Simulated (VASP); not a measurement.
# Te (P6_3/mmc) in VASP: further runs

The runs below take Te through relaxation of cell and atoms, with PBE+D3(BJ).

Program: VASP 6.6.1. These are calculated values, not measurements. Logs are shortened: lines on timing, memory, paths and dates and some standing lists are left out, and cuts for length are marked.

### Step 1. The cell of the first run

It takes space group P6_3/mmc (No. 194, hexagonal). Conventional cell: a = 3.330 Å, b = 3.330 Å, c = 5.438 Å, α = 90.00°, β = 90.00°, γ = 120.00°. Te (site symmetry -6m2) has 12 Te at 3.33 Å within 4.4 Å.

### Step 2. Relaxation of cell and atoms, PBE+D3(BJ)

Contents of INCAR:

```
ALGO = Normal
EDIFF = 1E-7
EDIFFG = -0.01
ENCUT = 600
GGA = PE
IBRION = 2
ISIF = 3
ISMEAR = -1
IVDW = 12
LASPH = True
LCHARG = False
LREAL = False
LWAVE = False
NELM = 100
NSW = 80
PREC = Accurate
SIGMA = 0.05
```

Contents of KPOINTS:

```
k-points
0
Gamma
  6 6 3
```

Contents of POSCAR:

```
Te
1.0
    3.3300000000      0.0000000000      0.0000000000
   -1.6650000000      2.8838645946      0.0000000000
    0.0000000000      0.0000000000      5.4378900000
Te
2
Direct
    0.3333333333      0.6666666667      0.2500000000
    0.6666666667      0.3333333333      0.7500000000
```

Potentials or basis: VASP PAW PBE potentials, release 64 (Te).

Started as:

```console
cat potpaw_PBE.64/Te/POTCAR > POTCAR
mpirun -np 1 vasp_std > vasp.out
```

OUTCAR:

```text
EDIFF = 1E-7
   EDIFFG = -0.01
   ENCUT = 600
   GGA = PE
   IBRION = 2
   ISIF = 3
   ISMEAR = -1
   IVDW = 12
   LASPH = True
   LREAL = False
   NELM = 100
   NSW = 80
   PREC = Accurate
 IVDW          = 12

 ion  position               nearest neighbor table
   1  0.333  0.667  0.250-   2 3.33   2 3.33   2 3.33   2 3.33   2 3.33   2 3.33
   2  0.667  0.333  0.750-   1 3.33   1 3.33   1 3.33   1 3.33   1 3.33   1 3.33

  LATTYP: Found a hexagonal cell.
 ALAT       =     3.3300000000
 C/A-ratio  =     1.6330000000

  Lattice vectors:

 A1 = (   3.3300000000,   0.0000000000,   0.0000000000)
 A2 = (  -1.6650000000,   2.8838645946,   0.0000000000)
 A3 = (   0.0000000000,   0.0000000000,   5.4378900000)

Analysis of symmetry for initial positions (statically):
=====================================================================
 Subroutine PRICEL returns:
 Original cell was already a primitive cell.

 Routine SETGRP: Setting up the symmetry group for a
 hexagonal supercell.

 Subroutine GETGRP returns: Found 24 space group operations
 (whereof 12 operations were pure point group operations)
 out of a pool of 24 trial point group operations.

The static configuration has the point symmetry D_3d.
 The point group associated with its full space group is D_6h.

Analysis of symmetry for dynamics (positions and initial velocities):
=====================================================================
 Subroutine PRICEL returns:
 Original cell was already a primitive cell.

 Routine SETGRP: Setting up the symmetry group for a
 hexagonal supercell.

 Subroutine GETGRP returns: Found 24 space group operations
 (whereof 12 operations were pure point group operations)
 out of a pool of 24 trial point group operations.

The dynamic configuration has the point symmetry D_3d.
 The point group associated with its full space group is D_6h.

 Subroutine INISYM returns: Found 24 space group operations
 (whereof 12 operations are pure point group operations),
 and found     1 'primitive' translations

----------------------------------------------------------------------------------------

                                     Primitive cell

  volume of cell :      52.2215

  direct lattice vectors                    reciprocal lattice vectors
     3.330000000  0.000000000  0.000000000     0.300300300  0.173378459  0.000000000
    -1.665000000  2.883864595  0.000000000     0.000000000  0.346756918  0.000000000
     0.000000000  0.000000000  5.437890000     0.000000000  0.000000000  0.183894856

  length of vectors
     3.330000000  3.330000000  5.437890000     0.346756918  0.346756918  0.183894856

  position of ions in fractional coordinates (direct lattice)
     0.333333333  0.666666667  0.250000000
     0.666666667  0.333333333  0.750000000

[... 84 lines left out ...]
     AMIX     =   0.40;   BMIX     =  1.00
     AMIX_MAG =   1.60;   BMIX_MAG =  1.00
  volume/ion in A,a.u.               =      26.11       176.20
  Fermi-wavevector in a.u.,A,eV,Ry     =   1.002733  1.894891 13.680303  1.005474
  Thomas-Fermi vector in A             =   2.135240
   LORBIT       =      0    0 simple, 1 ext, 2 COOP (PROOUT), +10 PAW based schemes
   GGA     = PE    functional components
   LHFCALC =     F    Hartree Fock is set to
   AEXX    =    0.0000 exact exchange contribution
   IVDW    =    12    specifies the selected vdW correction
   LEPSILON=     F    determine dielectric tensor
   LRPA    =     F    only Hartree local field effects (RPA)
 conjugate gradient relaxation of ions
 non-spin polarized calculation
  energy-cutoff  :      600.00
  volume of cell :       52.22
 maximum number of plane-waves:      1762
 NGX is ok and might be reduce to    28
   NGX = 13   NGY = 13   NGZ = 21

--------------------------------------- Ionic step        1  -------------------------------------------

 number of electron      12.0000000 magnetization

 Free energy of the ion-electron system (eV)
  ---------------------------------------------------
  ext. energy  EPLUGINS =         0.00000000
  ---------------------------------------------------
  free energy    TOTEN  =        -5.41904410 eV

  energy without entropy =       -5.40418542  energy(sigma->0) =       -5.41161476

------------------------ aborting loop because EDIFF is reached ----------------------------------------

 Edisp (eV)   -1.11669

 E8    (eV) :    -0.5080
[... 105 lines left out ...]
  FREE ENERGIE OF THE ION-ELECTRON SYSTEM (eV)
  ---------------------------------------------------
  free  energy   TOTEN  =        -6.6166594708 eV

  energy  without entropy=       -6.6052037847  energy(sigma->0) =       -6.61093163

 E-fermi :   7.7531     XC(G=0): -10.0208

 val. band max:        7.6791474114   @ k =   0.0000   0.0000   0.3333
 cond. band min:       7.8834925382   @ k =   0.3333   0.3333   0.0000
 fundamental gap:      0.2043451268
 Fermi energy:         7.7531282645

 k-point     1 :       0.0000    0.0000    0.0000
  band No.  band energies     occupation
      1      -6.2111      2.00000
      2      -1.1991      2.00000
      3       2.3920      2.00000
      4       7.0960      2.00000
      5       7.0960      2.00000
      6       9.5239      0.00000
      7       9.5239      0.00000
      8      11.7824      0.00000
      9      12.0307      0.00000
     10      14.7112      0.00000
[... 157 lines left out ...]
 k-point    14 :       0.3333    0.3333    0.3333
  band No.  band energies     occupation
      1      -2.9035      2.00000
      2      -2.9035      2.00000
      3       2.8810      2.00000
      4       2.8810      2.00000
      5       3.3834      2.00000
      6       5.6225      2.00000
      7      10.0997      0.00000
      8      10.0997      0.00000
      9      15.6838      0.00000
     10      16.4567      0.00000

[... ionic steps 4 to 18 ...]

--------------------------------------- Ionic step       19  -------------------------------------------

 number of electron      12.0000001 magnetization

------------------------ aborting loop because EDIFF is reached ----------------------------------------
[... 75 lines left out ...]
--------------------------------------- Ionic step       21  -------------------------------------------

 number of electron      12.0000001 magnetization

 Free energy of the ion-electron system (eV)
  ---------------------------------------------------
  ext. energy  EPLUGINS =         0.00000000
  ---------------------------------------------------
  free energy    TOTEN  =        -5.78690798 eV

  energy without entropy =       -5.77978266  energy(sigma->0) =       -5.78334532

 E-fermi :   7.7822     XC(G=0):  -9.9842

 val. band max:        7.6914019908   @ k =   0.5000   0.0000   0.3333
 cond. band min:       7.9901657454   @ k =   0.5000   0.0000   0.3333
 fundamental gap:      0.2987637546
 Fermi energy:         7.7822417228

 k-point     1 :       0.0000    0.0000    0.0000
  band No.  band energies     occupation
      1      -6.2858      2.00000
      2      -0.9756      2.00000
      3       2.5450      2.00000
      4       6.6758      2.00000
      5       6.6758      2.00000
      6       9.2840      0.00000
      7       9.2840      0.00000
      8      11.3937      0.00000
      9      11.8941      0.00000
     10      14.3824      0.00000
[... 200 lines left out ...]
  FREE ENERGIE OF THE ION-ELECTRON SYSTEM (eV)
  ---------------------------------------------------
  free  energy   TOTEN  =        -6.8087709983 eV

  energy  without entropy=       -6.8016456778  energy(sigma->0) =       -6.80520834

 reached required accuracy - stopping structural energy minimisation
```

OSZICAR:

```text
N       E                     dE             d eps       ncg     rms          rms(c)
DAV:   1     0.555781139868E+02    0.55578E+02   -0.52676E+03   280   0.112E+03
DAV:   2    -0.239118627844E+01   -0.57969E+02   -0.56300E+02   426   0.146E+02
DAV:   3    -0.538468861656E+01   -0.29935E+01   -0.29684E+01   340   0.392E+01
DAV:   4    -0.542352338031E+01   -0.38835E-01   -0.38826E-01   334   0.487E+00
[... 190 lines left out ...]
       N       E                     dE             d eps       ncg     rms          rms(c)
DAV:   1    -0.578690926440E+01   -0.77869E-04   -0.12724E-04   292   0.678E-02    0.108E-02
DAV:   2    -0.578690849925E+01    0.76516E-06   -0.26656E-06   284   0.120E-02    0.670E-03
DAV:   3    -0.578690799082E+01    0.50843E-06   -0.15170E-06   284   0.689E-03    0.194E-03
DAV:   4    -0.578690798195E+01    0.88618E-08   -0.36058E-08   144   0.148E-03
  21 F= -.68087710E+01 E0= -.68052083E+01  d E =-.563124E-05
```

Run time: 5 min. Hardware: 1 thread of AMD EPYC 7R13 (Zen 3), shared host; peak memory 0.18 GiB.

What came out:

```
Free energy                            : -6.8088 eV
Relaxed volume                         : 28.63 Å³/atom
Relaxed cell                           : a = 3.817 Å, b = 3.817 Å, c = 4.538 Å, α = 90.00°, β = 90.00°, γ = 120.00°
Space group after relaxing (to 0.05 Å) : P6_3/mmc (No. 194)
Energy gained by relaxing              : 136.5 meV/atom
Ionic steps                            : 21
Pressure after relaxing                : 0.0 GPa
Band gap on the k mesh                 : zero (band 6 reaches 9.28 eV, above the bottom of band 7 at 6.05 eV)
Dispersion energy per atom             : -0.511 eV
```

The path:
| step | energy change (eV) | largest force (eV/Å) | pressure (GPa) | volume (Å³) |
| --- | --- | --- | --- | --- |
| 1 | 0.0000 | 0.0000 | 1.98 | 52.22 |
| 2 | -0.0729 | 0.0000 | -1.22 | 54.66 |
| 3 | -0.0809 | 0.0000 | -2.00 | 55.49 |
| 4 | -0.1258 | 0.0000 | 0.48 | 53.76 |
| 5 | -0.1489 | 0.0000 | 6.94 | 50.66 |
| 6 | -0.1584 | 0.0000 | 2.15 | 52.74 |
| 7 | -0.1751 | 0.0000 | 4.35 | 51.71 |
| 8 | -0.1830 | 0.0000 | 4.82 | 51.66 |
| 9 | -0.1843 | 0.0000 | 5.31 | 51.59 |
| 10 | -0.2012 | 0.0000 | 4.50 | 52.15 |
| 11 | -0.2358 | 0.0000 | 2.30 | 53.83 |
| 12 | -0.2526 | 0.0000 | -1.06 | 57.29 |
| 13 | -0.2530 | 0.0000 | -0.70 | 56.87 |
| 14 | -0.2568 | 0.0000 | -0.66 | 56.98 |
| 15 | -0.2678 | 0.0000 | -0.54 | 57.29 |
| 16 | -0.2696 | 0.0000 | -0.15 | 57.87 |
| 17 | -0.2726 | 0.0000 | -0.35 | 57.61 |
| 18 | -0.2730 | 0.0000 | -0.06 | 57.30 |
| 19 | -0.2730 | 0.0000 | -0.02 | 57.25 |
| 20 | -0.2730 | 0.0000 | -0.01 | 57.25 |
| 21 | -0.2730 | 0.0000 | 0.00 | 57.25 |

Final structure:
```
Te
1.0
     3.81690    0.00000    0.00000
    -1.90845    3.30553    0.00000
     0.00000    0.00000    4.53764
Te
2
Cartesian
  0.0000 2.2037 1.1344
  1.9084 1.1018 3.4032
```

Caveat: the k points lie up to 0.46 Å⁻¹ apart in the final cell; spin-orbit coupling is left out, which moves the levels of the heavy elements; pairwise dispersion overbinds metals, which lowers pressure and volume.

(Part 1 of 3 ends here.)
